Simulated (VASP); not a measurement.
# CO2 (Pa-3) in VASP: settings compared

The runs below take CO2 through electric field gradients, with PBE, r2SCAN.

All numbers are computed with VASP 6.6.1; they aren't measurements. Logs are shortened: lines on timing, memory, paths and dates and some standing lists are left out, and cuts for length are marked.

### Step 1. The cell of the first run

The structure is cubic, space group Pa-3 (No. 205). The conventional cell has a = 5.630 Å, b = 5.630 Å, c = 5.630 Å, α = 90.00°, β = 90.00°, γ = 90.00°. C (site symmetry -3) has 2 O at 1.06 Å within 1.4 Å. Within 1.4 Å of O (site symmetry 3) lie 1 C at 1.06 Å.

### Step 2. Electric field gradients, PBE

The input, INCAR:

```
SYSTEM = CO2
PREC = Accurate
ENCUT = 520
EDIFF = 1E-8
ISMEAR = -1
SIGMA = 0.02
LREAL = .False.
LASPH = .True.
NELM = 60
ALGO = Normal
ISIF = 2
LWAVE = .False.
LCHARG = .False.
GGA = PE
LEFG = .True.
NBANDS = 44
```

The input, KPOINTS:

```
regular mesh
0
Gamma
  4 4 4
  0 0 0
```

The input, POSCAR:

```
CO2
1.0
    5.6300000000      0.0000000000      0.0000000000
    0.0000000000      5.6300000000      0.0000000000
    0.0000000000      0.0000000000      5.6300000000
C O
4 8
Direct
    0.0000000000      0.0000000000      0.0000000000
    0.5000000000      0.0000000000      0.5000000000
    0.5000000000      0.5000000000      0.0000000000
    0.0000000000      0.5000000000      0.5000000000
    0.1083000000      0.1083000000      0.1083000000
    0.3917000000      0.8917000000      0.6083000000
    0.6083000000      0.3917000000      0.8917000000
    0.8917000000      0.6083000000      0.3917000000
    0.8917000000      0.8917000000      0.8917000000
    0.6083000000      0.1083000000      0.3917000000
    0.3917000000      0.6083000000      0.1083000000
    0.1083000000      0.3917000000      0.6083000000
```

Potentials or basis: VASP PAW PBE potentials, release 64 (C, O).

Launch:

```
cat potpaw_PBE.64/C/POTCAR potpaw_PBE.64/O/POTCAR > POTCAR
mpirun -np 1 vasp_std > vasp.out
```

OUTCAR:

```text
SYSTEM = CO2
   PREC = Accurate
   ENCUT = 520
   EDIFF = 1E-8
   ISMEAR = -1
   LREAL = .False.
   LASPH = .True.
   NELM = 60
   ISIF = 2
   GGA = PE

 ion  position               nearest neighbor table
   1  0.000  0.000  0.000-   5 1.06   9 1.06
   2  0.500  0.000  0.500-   6 1.06  10 1.06
   3  0.500  0.500  0.000-   7 1.06  11 1.06
   4  0.000  0.500  0.500-   8 1.06  12 1.06
   5  0.108  0.108  0.108-   1 1.06
   6  0.392  0.892  0.608-   2 1.06
   7  0.608  0.392  0.892-   3 1.06
   8  0.892  0.608  0.392-   4 1.06
   9  0.892  0.892  0.892-   1 1.06
  10  0.608  0.108  0.392-   2 1.06
  11  0.392  0.608  0.108-   3 1.06
  12  0.108  0.392  0.608-   4 1.06

  LATTYP: Found a simple cubic cell.
 ALAT       =     5.6300000000

  Lattice vectors:

 A1 = (   5.6300000000,   0.0000000000,   0.0000000000)
 A2 = (   0.0000000000,   5.6300000000,   0.0000000000)
 A3 = (   0.0000000000,   0.0000000000,   5.6300000000)

Analysis of symmetry for initial positions (statically):
=====================================================================
 Subroutine PRICEL returns:
 Original cell was already a primitive cell.

 Routine SETGRP: Setting up the symmetry group for a
 simple cubic supercell.

 Subroutine GETGRP returns: Found 24 space group operations
 (whereof  6 operations were pure point group operations)
 out of a pool of 48 trial point group operations.

The static configuration has the point symmetry S_6 .
 The point group associated with its full space group is T_h .

Analysis of symmetry for dynamics (positions and initial velocities):
=====================================================================
 Subroutine PRICEL returns:
 Original cell was already a primitive cell.

 Routine SETGRP: Setting up the symmetry group for a
 simple cubic supercell.

 Subroutine GETGRP returns: Found 24 space group operations
 (whereof  6 operations were pure point group operations)
 out of a pool of 48 trial point group operations.

The dynamic configuration has the point symmetry S_6 .
 The point group associated with its full space group is T_h .

 Subroutine INISYM returns: Found 24 space group operations
 (whereof  6 operations are pure point group operations),
 and found     1 'primitive' translations

----------------------------------------------------------------------------------------

                                     Primitive cell

  volume of cell :     178.4535

  direct lattice vectors                    reciprocal lattice vectors
     5.630000000  0.000000000  0.000000000     0.177619893  0.000000000  0.000000000
     0.000000000  5.630000000  0.000000000     0.000000000  0.177619893  0.000000000
     0.000000000  0.000000000  5.630000000     0.000000000  0.000000000  0.177619893

  length of vectors
     5.630000000  5.630000000  5.630000000     0.177619893  0.177619893  0.177619893

  position of ions in fractional coordinates (direct lattice)
     0.000000000  0.000000000  0.000000000
     0.500000000  0.000000000  0.500000000
     0.500000000  0.500000000  0.000000000
     0.000000000  0.500000000  0.500000000
     0.108300000  0.108300000  0.108300000
     0.391700000  0.891700000  0.608300000
     0.608300000  0.391700000  0.891700000
     0.891700000  0.608300000  0.391700000
     0.891700000  0.891700000  0.891700000
     0.608300000  0.108300000  0.391700000
     0.391700000  0.608300000  0.108300000
     0.108300000  0.391700000  0.608300000

  ion indices of the primitive-cell ions
   primitive index   ion index
                 1           1
                 2           2
                 3           3
                 4           4
                 5           5
[... 83 lines left out ...]
   IMIX   =      4    mixing-type and parameters
     AMIX     =   0.40;   BMIX     =  1.00
     AMIX_MAG =   1.60;   BMIX_MAG =  1.00
  volume/ion in A,a.u.               =      14.87       100.36
  Fermi-wavevector in a.u.,A,eV,Ry     =   1.163125  2.197988 18.406778  1.352860
  Thomas-Fermi vector in A             =   2.299678
   LORBIT       =      0    0 simple, 1 ext, 2 COOP (PROOUT), +10 PAW based schemes
   GGA     = PE    functional components
   LHFCALC =     F    Hartree Fock is set to
   AEXX    =    0.0000 exact exchange contribution
   IVDW    =     0    specifies the selected vdW correction
   LEPSILON=     F    determine dielectric tensor
   LRPA    =     F    only Hartree local field effects (RPA)
 non-spin polarized calculation
  energy-cutoff  :      520.00
  volume of cell :      178.45
 maximum number of plane-waves:      4828
 NGX is ok and might be reduce to    42
   NGX = 21   NGY = 21   NGZ = 21

 number of electron      63.9999946 magnetization

 Free energy of the ion-electron system (eV)
  ---------------------------------------------------
  ext. energy  EPLUGINS =         0.00000000
  ---------------------------------------------------
  free energy    TOTEN  =       -84.45296185 eV

  energy without entropy =      -84.45296185  energy(sigma->0) =      -84.45296185

 E-fermi :  -3.5246     XC(G=0):  -7.6110

 val. band max:       -4.0026971646   @ k =   0.0000   0.0000   0.0000
 cond. band min:       3.6208087486   @ k =   0.0000   0.0000   0.0000
 fundamental gap:      7.6235059132
 Fermi energy:        -3.5246314853

 k-point     1 :       0.0000    0.0000    0.0000
  band No.  band energies     occupation
      1     -25.7651      2.00000
      2     -25.6320      2.00000
      3     -25.6320      2.00000
      4     -25.6320      2.00000
      5     -24.7797      2.00000
      6     -24.7797      2.00000
[... 506 lines left out ...]
     43       7.0667      0.00000
     44       7.0667      0.00000

------------------------ aborting loop because EDIFF is reached ----------------------------------------

  FORCE on cell =-STRESS in cart. coord.  units (eV):
  Direction    XX          YY          ZZ          XY          YZ          ZX
  --------------------------------------------------------------------------------------
  -------------------------------------------------------------------------------------
  Total       52.5625672     52.5625672     52.5625672      0.0000000     -0.0000000     -0.0000000
  in kB      471.9130274    471.9130274    471.9130274      0.0000000     -0.0000000     -0.0000000
  external PRESSURE =     471.9130274 kB  Pullay stress =       0.0000000 kB

 VOLUME and BASIS-vectors are now :
 -----------------------------------------------------------------------------
  energy-cutoff  :      520.00
  volume of cell :      178.45
      direct lattice vectors                 reciprocal lattice vectors
     5.630000000  0.000000000  0.000000000     0.177619893  0.000000000  0.000000000
     0.000000000  5.630000000  0.000000000     0.000000000  0.177619893  0.000000000
     0.000000000  0.000000000  5.630000000     0.000000000  0.000000000  0.177619893

 POSITION                                       TOTAL-FORCE (eV/Angst)
 -----------------------------------------------------------------------------------
      0.00000      0.00000      0.00000        -0.000000      0.000000      0.000000
      2.81500      0.00000      2.81500        -0.000000      0.000000      0.000000
      2.81500      2.81500      0.00000        -0.000000      0.000000      0.000000
      0.00000      2.81500      2.81500        -0.000000      0.000000      0.000000
      0.60973      0.60973      0.60973        10.741394     10.741394     10.741394
      2.20527      5.02027      3.42473       -10.741394    -10.741394     10.741394
      3.42473      2.20527      5.02027        10.741394    -10.741394    -10.741394
      5.02027      3.42473      2.20527       -10.741394     10.741394    -10.741394
      5.02027      5.02027      5.02027       -10.741394    -10.741394    -10.741394
      3.42473      0.60973      2.20527        10.741394     10.741394    -10.741394
      2.20527      3.42473      0.60973       -10.741394     10.741394     10.741394
      0.60973      2.20527      3.42473        10.741394    -10.741394     10.741394
 -----------------------------------------------------------------------------------
    total drift:                               -0.000000      0.000000      0.000000

  FREE ENERGIE OF THE ION-ELECTRON SYSTEM (eV)
  ---------------------------------------------------
  free  energy   TOTEN  =       -84.4529618474 eV

  energy  without entropy=      -84.4529618474  energy(sigma->0) =      -84.45296185

 Electric field gradients (V/A^2)
---------------------------------------------------------------------
 ion       V_xx      V_yy      V_zz      V_xy      V_xz      V_yz
---------------------------------------------------------------------
   1       0.000     0.000    -0.000   -28.479   -28.479   -28.479
   2       0.000     0.000    -0.000   -28.479    28.479    28.479
   3       0.000     0.000    -0.000    28.479    28.479   -28.479
   4       0.000     0.000    -0.000    28.479   -28.479    28.479
   5       0.000    -0.000    -0.000     7.061     7.061     7.061
   6       0.000    -0.000    -0.000     7.061    -7.061    -7.061
   7       0.000    -0.000    -0.000    -7.061    -7.061     7.061
   8       0.000    -0.000    -0.000    -7.061     7.061    -7.061
   9       0.000    -0.000    -0.000     7.061     7.061     7.061
  10       0.000    -0.000    -0.000     7.061    -7.061    -7.061
  11       0.000    -0.000    -0.000    -7.061    -7.061     7.061
  12       0.000    -0.000    -0.000    -7.061     7.061    -7.061
---------------------------------------------------------------------

 Electric field gradients after diagonalization (V/A^2)
 (convention: |V_zz| > |V_xx| > |V_yy|)
----------------------------------------------------------------------
 ion       V_xx      V_yy      V_zz     asymmetry (V_yy - V_xx)/ V_zz
----------------------------------------------------------------------
   1      28.479    28.479   -56.958       0.000
   2      28.479    28.479   -56.958       0.000
   3      28.479    28.479   -56.958       0.000
   4      28.479    28.479   -56.958       0.000
   5      -7.061    -7.061    14.122       0.000
   6      -7.061    -7.061    14.122       0.000
   7      -7.061    -7.061    14.122       0.000
   8      -7.061    -7.061    14.122       0.000
   9      -7.061    -7.061    14.122       0.000
  10      -7.061    -7.061    14.122       0.000
  11      -7.061    -7.061    14.122       0.000
  12      -7.061    -7.061    14.122       0.000
----------------------------------------------------------------------

           NMR quadrupolar parameters

 Cq : quadrupolar parameter    Cq=e*Q*V_zz/h
 eta: asymmetry parameters     (V_yy - V_xx)/ V_zz
 Q  : nuclear electric quadrupole moment in mb (millibarn)
----------------------------------------------------------------------
 ion       Cq(MHz)       eta       Q (mb)
----------------------------------------------------------------------
   1      -0.138       0.000       1.000
   2      -0.138       0.000       1.000
   3      -0.138       0.000       1.000
   4      -0.138       0.000       1.000
   5       0.034       0.000       1.000
   6       0.034       0.000       1.000
   7       0.034       0.000       1.000
   8       0.034       0.000       1.000
   9       0.034       0.000       1.000
  10       0.034       0.000       1.000
  11       0.034       0.000       1.000
  12       0.034       0.000       1.000
----------------------------------------------------------------------
```

Run time: 2.2 min. Hardware: 1 thread of AMD EPYC 7R43 (Zen 3), shared host; peak memory 0.23 GiB.

What came out:

| Quantity | Value |
| --- | --- |
| Free energy | -84.4530 eV |
| Pressure | 47.2 GPa |
| Largest force | 18.605 eV/Å |
| Band gap on the k mesh | 7.62 eV |
| Largest electric field gradient by atom | C -57.0; O +14.1 V/Å² |

Forces on the atoms (eV/Å):
```
C     0.000   0.000   0.000
C     0.000   0.000   0.000
C     0.000   0.000   0.000
C     0.000   0.000   0.000
O    10.741  10.741  10.741
O   -10.741 -10.741  10.741
O    10.741 -10.741 -10.741
O   -10.741  10.741 -10.741
O   -10.741 -10.741 -10.741
O    10.741  10.741 -10.741
O   -10.741  10.741  10.741
O    10.741 -10.741  10.741
```

Electric field gradients, principal values (V/Å²):
| atom | least | middle | greatest (by size) |
| --- | --- | --- | --- |
| 1 C | 28.479 | 28.479 | -56.958 |
| 2 C | 28.479 | 28.479 | -56.958 |
| 3 C | 28.479 | 28.479 | -56.958 |
| 4 C | 28.479 | 28.479 | -56.958 |
| 5 O | -7.061 | -7.061 | 14.122 |
| 6 O | -7.061 | -7.061 | 14.122 |
| 7 O | -7.061 | -7.061 | 14.122 |
| 8 O | -7.061 | -7.061 | 14.122 |
| 9 O | -7.061 | -7.061 | 14.122 |
| 10 O | -7.061 | -7.061 | 14.122 |
| 11 O | -7.061 | -7.061 | 14.122 |
| 12 O | -7.061 | -7.061 | 14.122 |

Caveat: the cell stands under pressure; this functional lacks dispersion, which holds the molecules together, so the pressure and a relaxed volume are unreliable; without QUAD_EFG the Cq values of the log hold for a quadrupole moment of 1 mb, not for the nuclei; forces of over 1 eV/Å act on the atoms, so gaps and moduli don't describe the material at rest.

(Part 1 of 3 ends here.)
